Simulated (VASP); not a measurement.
A run of VASP 6.6.1:

File INCAR:

```
SYSTEM = Mg
PREC     = Accurate       ! precision mode
ENCUT    = 600            ! plane-wave cutoff, eV
EDIFF    = 1E-6           ! SCF threshold, eV
ISMEAR   = 0              ! smearing method
SIGMA    = 0.1            ! smearing width, eV
LREAL    = .FALSE.        ! projectors in reciprocal space
LASPH    = .TRUE.         ! aspherical terms in the spheres
NELM     = 100            ! most SCF steps
ALGO     = Normal         ! electronic algorithm
ISIF     = 3              ! what is computed and relaxed
LWAVE    = .FALSE.        ! write WAVECAR
LCHARG   = .FALSE.        ! write CHGCAR
GGA      = PE             ! functional
IBRION   = 2              ! ionic algorithm
NSW      = 90             ! ionic steps
EDIFFG   = -0.04          ! ionic threshold
```

The input KPOINTS:

```
regular mesh
0
G
  6 6 6
  0 0 0
```

POSCAR

```
Mg
1.0
    4.4948588000      0.0000000000      0.0000000000
   -2.2474294000      3.8926619100      0.0000000000
    0.0000000000      0.0000000000      2.7245897600
Mg
2
Direct
    0.3333333300      0.6666666700      0.0000000000
    0.6666666700      0.3333333300      0.0000000000
```

Potentials or basis: VASP PAW PBE potentials, release 64 (Mg).

Command:

```sh
$ cat potpaw_PBE.64/Mg/POTCAR > POTCAR
$ mpirun -np 1 vasp_std > vasp.out
```

Hardware: 1 thread of AMD EPYC 7R43 64-Core Processor (Zen 3) (shared host).

Q: How long does it take, and how much memory?

A: Wall time 58 s on 1 thread of AMD EPYC 7R43 64-Core Processor (Zen 3) (shared host), peak memory 0.14 GiB. Counts: scf iterations 47, k points 28, ion steps 8.
